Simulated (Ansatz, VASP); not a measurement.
GaSb: VASP beside Ansatz

```
Sb Ga
1.0
    -2.75343    2.75343    1.59071
     2.75343   -2.75343    1.59071
     2.75343    2.75343   -1.59071
Sb Ga
1 1
Direct
  0.00000 0.00000 0.00000
  0.75000 0.25000 0.50000
```

Alike in both runs: task single point; functional HF; k mesh 5 × 5 × 5; occupations fermi-dirac, width 0.05 eV; no spin polarisation.

```csv
,VASP,Ansatz
version,VASP 6.6.1,Ansatz 0.2.0
potentials or method,"VASP PAW PBE potentials, release 64 (Sb, Ga_d)",Ansatz PAW
plane-wave cutoff (eV),520,420
valence electrons in the cell,18,28
```

Ansatz gave:

- gap on the k mesh at the Fermi level (eV): none
- pressure (GPa): 3.4
- traceless stress, the component that is largest in VASP (GPa): 1.04

Problem. Which values does VASP return?

Solution. gap on the k mesh at the Fermi level (eV): none; pressure (GPa): -23.7; traceless stress, the component that is largest in VASP (GPa): 25.71.

VASP's potentials were made for PBE, not for HF. A gap of «none» marks a metal or a gap that the smearing closes. The functional is the same, so the differences come from potentials, cutoffs and numerics. VASP's potentials hold 18 valence electrons a cell and Ansatz's 28, so a difference there can come from the potentials and not from the codes.

The k mesh is coarse, so the values compare programs but aren't converged. Neither program's run includes spin-orbit coupling.
